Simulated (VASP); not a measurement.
**Mg8S9 (a cell with a defect): single point with PBEsol**

The system is Mg8S9 (a cell with a defect).

```
CELL_PARAMETERS angstrom
0.00000 5.65153 5.65153
5.65153 0.00000 5.65153
5.65153 5.65153 0.00000
ATOMIC_POSITIONS crystal
Mg 0.01564 0.98938 0.00735
Mg 0.51328 0.50772 0.49164
Mg 0.00028 0.99284 0.50935
Mg 0.50066 0.51780 0.99151
Mg 0.99236 0.51195 0.00517
Mg 0.50052 0.00174 0.50817
Mg 0.49702 0.98982 0.00287
Mg 0.99724 0.50133 0.50374
S 0.14548 0.13983 0.10261
S 0.62529 0.63324 0.47028
S 0.11790 0.13283 0.63016
S 0.61945 0.62346 0.11585
S 0.13103 0.64082 0.12460
S 0.62861 0.11097 0.62321
S 0.62153 0.13190 0.11131
S 0.11893 0.63386 0.61811
S 0.62237 0.64847 0.75330
```

- Program: VASP 6.6.1
- Task: single point
- Functional: PBEsol
- Potentials or basis: VASP PAW PBE potentials, release 64 (Mg, S)
- Cutoff: 400 eV
- k mesh: 2 × 2 × 2, shifted
- Occupations: fermi-dirac, width 0.05 eV
- Spin: no spin polarisation
- Dipole correction: no
- Charge: -2
- Further INCAR settings: LREAL = Auto; ALGO = Normal; EDIFF = 1e-06; NBANDS = 49; ISYM = -1; NELECT = 72.0

The largest force is 34.837 eV/Å.

Forces in eV/Å, atoms in the order of the input:
```
Mg    0.862  -1.050   0.282
Mg  -13.319 -11.543 -30.049
Mg    0.104  -0.451   0.469
Mg    6.704   8.007 -18.150
Mg    0.122  -0.231   0.294
Mg   -1.108  -0.508  -0.497
Mg   -0.496   0.519   0.765
Mg    0.533  -0.759  -0.261
S     0.836  -0.266  -1.017
S    11.583  10.359  30.009
S    -0.350   0.142  -0.084
S     0.509   1.115   0.112
S    -0.634   0.299  -1.119
S     0.958   0.103   1.036
S     0.240   0.492   0.163
S    -0.239   0.873  -0.036
S    -6.307  -7.102  18.080
```

Levels at points of the mesh, in eV from the Fermi level:
```
           k point  band 33  band 34  band 35  band 36  band 37  band 38  band 39  band 40
(0.25, 0.25, 0.25)    -3.94    -3.77    -3.27    -0.16    -0.07     0.00     0.10     0.89
```

It took 3.4 min on 1 thread of Intel(R) Xeon(R) Platinum 8375C CPU @ 2.90GHz (Ice Lake) (shared host), peak memory 0.36 GiB.

Caveat: the cell carries a net charge on a neutralising background, which shifts energy and pressure; the cell is charged against a uniform background, so pressure and absolute levels hang on convention; atoms lie so close that the PAW spheres overlap strongly, which falsifies energies and pressures; the PAW data sets were made with another functional, which shifts forces and pressure a little.
